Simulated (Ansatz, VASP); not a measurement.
# Two plane-wave programs on Y

```
CELL_PARAMETERS angstrom
3.40647 -2.25142 0.00000
3.40647 2.25142 0.00000
0.00000 0.00000 9.18410
ATOMIC_POSITIONS crystal
Y 0.85000 0.15000 0.11700
Y 0.65000 0.35000 0.61700
Y 0.15000 0.85000 0.88300
Y 0.35000 0.65000 0.38300
```

Alike in both runs: task single point; functional PBE; k mesh 6 × 6 × 2; occupations gaussian, width 0.1 eV; no spin polarisation.

```csv
,VASP,Ansatz
version,VASP 6.6.1,Ansatz 0.2.0
potentials or method,"VASP PAW PBE potentials, release 64 (Y_sv), cutoff 520 eV","scalar-relativistic, plane waves, PAW"
valence electrons in the cell,44,44
```

Ansatz gave:

```
gap on the k mesh at the Fermi level (eV)                     : none
pressure (GPa)                                                : -0.1
traceless stress, the component that is largest in VASP (GPa) : -10.71
rms of the force components (eV/Å)                            : 1.720
```

Task: What did VASP give for the same quantities?

Result: gap on the k mesh at the Fermi level (eV): none; pressure (GPa): -0.1; traceless stress, the component that is largest in VASP (GPa): -10.74; rms of the force components (eV/Å): 1.731.

Atom by atom the forces differ by 0.011 eV/Å (rms over components). A gap of «none» marks a metal or a gap that the smearing closes.
